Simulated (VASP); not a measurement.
Wanted: the native input for a VASP 6.6.1 run.

| Quantity | Value |
| --- | --- |
| Task | relaxation of cell and atoms |
| Functional | PBE |
| Potentials or basis | VASP PAW PBE potentials, release 64 (Sb, W_sv, Se) |
| Cutoff | 600 eV |
| k mesh | 8 × 8 × 8 |
| Occupations | gaussian, width 0.1 eV |
| Spin | no spin polarisation |
| Dipole correction | no |
| Further INCAR settings | ALGO = Normal; EDIFF = 1e-06; IBRION = 2; EDIFFG = -0.01; NSW = 100; ISIF = 3 |

The structure of SbWSe3 lies in POSCAR:

```
SbWSe3
1.0
    4.9511167347      0.0000000000      0.0000000000
    0.0000000000      4.9511167347      0.0000000000
    0.0000000000      0.0000000000      4.9511167347
Sb W Se
1 1 3
Direct
    0.0000000000      0.0000000000      0.0000000000
    0.5000000000      0.5000000000      0.5000000000
    0.0000000000      0.5000000000      0.5000000000
    0.5000000000      0.0000000000      0.5000000000
    0.5000000000      0.5000000000      0.0000000000
```

These files were run (other wordings do the same):

INCAR

```
PREC = Accurate
ENCUT = 600
EDIFF = 1E-6
ISMEAR = 0
SIGMA = 0.1
LREAL = F
LASPH = T
NELM = 80
ALGO = Normal
ISIF = 3
LWAVE = F
LCHARG = F
GGA = PE
IBRION = 2
NSW = 100
EDIFFG = -0.01
```

KPOINTS

```
regular mesh
0
Gamma
  8 8 8
```

Potentials or basis: VASP PAW PBE potentials, release 64 (Sb, W_sv, Se).

The run is started by

```bash
$ cat potpaw_PBE.64/Sb/POTCAR potpaw_PBE.64/W_sv/POTCAR potpaw_PBE.64/Se/POTCAR > POTCAR
$ mpirun -np 1 vasp_std > vasp.out
```

Results of the run:

```yaml
Relaxed_volume: 24.31 Å³/atom
Relaxed_cell: a = 4.954 Å, b = 4.954 Å, c = 4.954 Å, α = 90.00°, β = 90.00°, γ = 90.00°
Space_group_after_relaxing_to_0.1_Å: Pm-3m (No. 221)
Ionic_steps: 2
Pressure_after_relaxing: -0.1 GPa
Band_gap_on_the_k_mesh: zero (an odd number of electrons rules out a gap without spin polarisation)
```

Caveat: spin-orbit coupling is left out, which moves the levels of the heavy elements.

Wall time 2.2 min on 1 thread of Intel(R) Xeon(R) Platinum 8559C (Emerald Rapids), on a shared host, peak memory 0.33 GiB.
